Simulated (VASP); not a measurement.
# KBr (Pm-3m) in VASP: further runs, part 2 of 2

VASP 6.6.1. Earlier steps stand in the parts before.

### Step 4. Relaxation of cell and atoms, r2SCAN

File POSCAR:

```
KBr
1.0
    4.0434990000      0.0000000000      0.0000000000
    0.0000000000      4.0434990000      0.0000000000
    0.0000000000      0.0000000000      4.0434990000
K Br
1 1
Direct
    0.0000000000      0.0000000000      0.0000000000
    0.5000000000      0.5000000000      0.5000000000
```

File INCAR.step1:

```
PREC     = Accurate       # precision mode
ENCUT    = 600            # plane-wave cutoff, eV
ISMEAR   = 0              # smearing method
SIGMA    = 0.02           # smearing width, eV
LREAL    = F              # projectors in reciprocal space
LASPH    = T              # aspherical terms in the spheres
NELM     = 60             # most SCF steps
GGA      = PE             # functional
ALGO     = Normal         # electronic algorithm
EDIFF    = 1E-4           # SCF threshold, eV
LWAVE    = T              # write WAVECAR
LCHARG   = F              # write CHGCAR
```

File INCAR.step2:

```
PREC     = Accurate       # precision mode
ENCUT    = 600            # plane-wave cutoff, eV
EDIFF    = 1E-6           # SCF threshold, eV
ISMEAR   = 0              # smearing method
SIGMA    = 0.02           # smearing width, eV
LREAL    = F              # projectors in reciprocal space
LASPH    = T              # aspherical terms in the spheres
NELM     = 60             # most SCF steps
ALGO     = Normal         # electronic algorithm
ISIF     = 3              # what is computed and relaxed
LWAVE    = F              # write WAVECAR
LCHARG   = F              # write CHGCAR
METAGGA  = R2SCAN         # meta-GGA
LMIXTAU  = T            
IBRION   = 2              # ionic algorithm
NSW      = 100            # ionic steps
EDIFFG   = -0.01          # ionic threshold
ISTART   = 1
```

File KPOINTS:

```
regular mesh
0
Gamma
  6 6 6
```

Potentials or basis: VASP PAW PBE potentials, release 64 (K_sv, Br).

Command:

```sh
> cat potpaw_PBE.64/K_sv/POTCAR potpaw_PBE.64/Br/POTCAR > POTCAR
> cp INCAR.step1 INCAR
> mpirun -np 1 vasp_std > vasp.out
> cp INCAR.step2 INCAR
> mpirun -np 1 vasp_std > vasp.out
```

OUTCAR:

```text
PREC = Accurate
   ENCUT = 600
   EDIFF = 1E-6
   ISMEAR = 0
   LREAL = F
   LASPH = T
   NELM = 60
   ISIF = 3
   METAGGA = R2SCAN
   IBRION = 2
   NSW = 100
   EDIFFG = -0.01
   ISTART = 1

 ion  position               nearest neighbor table
   1  0.000  0.000  0.000-
   2  0.500  0.500  0.500-

  LATTYP: Found a simple cubic cell.
 ALAT       =     4.0434990000

  Lattice vectors:

 A1 = (   4.0434990000,   0.0000000000,   0.0000000000)
 A2 = (   0.0000000000,   4.0434990000,   0.0000000000)
 A3 = (   0.0000000000,   0.0000000000,   4.0434990000)

Analysis of symmetry for initial positions (statically):
=====================================================================
 Subroutine PRICEL returns:
 Original cell was already a primitive cell.

 Routine SETGRP: Setting up the symmetry group for a
 simple cubic supercell.

 Subroutine GETGRP returns: Found 48 space group operations
 (whereof 48 operations were pure point group operations)
 out of a pool of 48 trial point group operations.

The static configuration has the point symmetry O_h .

[... 147 lines left out ...]

 number of electron      15.9999999 magnetization

 Free energy of the ion-electron system (eV)
  ---------------------------------------------------
  ext. energy  EPLUGINS =         0.00000000
  ---------------------------------------------------
  free energy    TOTEN  =       -23.13606857 eV

  energy without entropy =      -23.13606857  energy(sigma->0) =      -23.13606857

------------------------ aborting loop because EDIFF is reached ----------------------------------------

  FORCE on cell =-STRESS in cart. coord.  units (eV):
  Direction    XX          YY          ZZ          XY          YZ          ZX
  --------------------------------------------------------------------------------------
  -------------------------------------------------------------------------------------
  Total       -0.3432401     -0.3432401     -0.3432401     -0.0000000     -0.0000000     -0.0000000
  in kB       -8.3183381     -8.3183381     -8.3183381     -0.0000000     -0.0000000     -0.0000000
  external PRESSURE =      -8.3183381 kB  Pullay stress =       0.0000000 kB
[... 95 lines left out ...]
--------------------------------------- Ionic step        4  -------------------------------------------

 number of electron      15.9999995 magnetization

 Free energy of the ion-electron system (eV)
  ---------------------------------------------------
  ext. energy  EPLUGINS =         0.00000000
  ---------------------------------------------------
  free energy    TOTEN  =       -23.14495991 eV

  energy without entropy =      -23.14495991  energy(sigma->0) =      -23.14495991

 E-fermi :  -0.7166     XC(G=0):  -8.4207

 val. band max:       -0.8913147333   @ k =   0.5000   0.5000   0.0000
 cond. band min:       3.8792785502   @ k =   0.0000   0.0000   0.0000
 fundamental gap:      4.7705932835
 Fermi energy:        -0.7165980913

 k-point     1 :       0.0000    0.0000    0.0000
  band No.  band energies     occupation
      1     -30.6375      2.00000
      2     -14.2188      2.00000
      3     -13.2896      2.00000
      4     -13.2896      2.00000
      5     -13.2896      2.00000
      6      -1.1711      2.00000
      7      -1.1711      2.00000
      8      -1.1711      2.00000
      9       3.8793      0.00000
     10       5.4585      0.00000
     11       5.4585      0.00000
     12       9.6623      0.00000
[... 312 lines left out ...]
  FREE ENERGIE OF THE ION-ELECTRON SYSTEM (eV)
  ---------------------------------------------------
  free  energy   TOTEN  =       -23.1449599082 eV

  energy  without entropy=      -23.1449599082  energy(sigma->0) =      -23.14495991

 reached required accuracy - stopping structural energy minimisation
```

OUTCAR.step1:

```text
PREC = Accurate
   ENCUT = 600
   ISMEAR = 0
   LREAL = F
   LASPH = T
[... 513 lines left out ...]
 -----------------------------------------------------------------------------------
      0.00000      0.00000      0.00000         0.000000      0.000000      0.000000
      2.02175      2.02175      2.02175         0.000000      0.000000      0.000000
 -----------------------------------------------------------------------------------
    total drift:                                0.000000      0.000000     -0.000000

  FREE ENERGIE OF THE ION-ELECTRON SYSTEM (eV)
  ---------------------------------------------------
  free  energy   TOTEN  =        -6.0785006538 eV

  energy  without entropy=       -6.0785006538  energy(sigma->0) =       -6.07850065
```

Run time: 91 s. Hardware: 1 thread of Intel Xeon Platinum 8488C (Sapphire Rapids), shared host; peak memory 0.2 GiB.

Results:

| Item | Value |
| --- | --- |
| Free energy | -23.1450 eV |
| Relaxed volume | 31.44 Å³/atom |
| Relaxed cell | a = 3.976 Å, b = 3.976 Å, c = 3.976 Å, α = 90.00°, β = 90.00°, γ = 90.00° |
| Space group after relaxing (to 0.1 Å) | Pm-3m (No. 221) |
| Energy gained by relaxing | 4.4 meV/atom |
| Ionic steps | 4 |
| Pressure after relaxing | 0.0 GPa |
| Band gap on the k mesh | 4.77 eV (least direct gap 5.05 eV) |

The path:
```tsv
step	energy change (eV)	largest force (eV/Å)	pressure (GPa)	volume (Å³)
1	0.0000	0.0000	-0.83	66.11
2	-0.0066	0.0000	-0.45	64.48
3	-0.0089	0.0000	-0.06	63.07
4	-0.0089	0.0000	0.01	62.87
```

Final structure:
```xyz
2
Lattice="3.9764 0.0000 0.0000 0.0000 3.9764 0.0000 0.0000 0.0000 3.9764" Properties=species:S:1:pos:R:3 pbc="T T T"
K     0.0000    0.0000    0.0000
Br    1.9882    1.9882    1.9882
```

Caveat: the PAW data sets were made with another functional, which shifts forces and pressure a little. A k mesh can miss the band edges.

### Step 5. The runs side by side

```tsv
task	cell	k mesh	cutoff (eV)	smearing	gap on the mesh (eV)	pressure (GPa)
single point	a = 4.043 Å, 2 atoms	4 × 4 × 4	520	gaussian 0.1 eV	4.59	-0.8
single point	a = 3.976 Å, 2 atoms	6 × 6 × 6	520	gaussian 0.02 eV	4.77	0.0
relaxation of cell and atoms	relaxed from a = 4.043 Å, 2 atoms	6 × 6 × 6	600	gaussian 0.02 eV	4.77	0.0
```

Alike in all rows: level r2SCAN; potentials or basis VASP PAW PBE potentials, release 64 (K_sv, Br); no spin polarisation.

Caveats: the PAW data sets were made with another functional, which shifts forces and pressure a little.

Absolute energies hang on the potentials; compare differences alone.
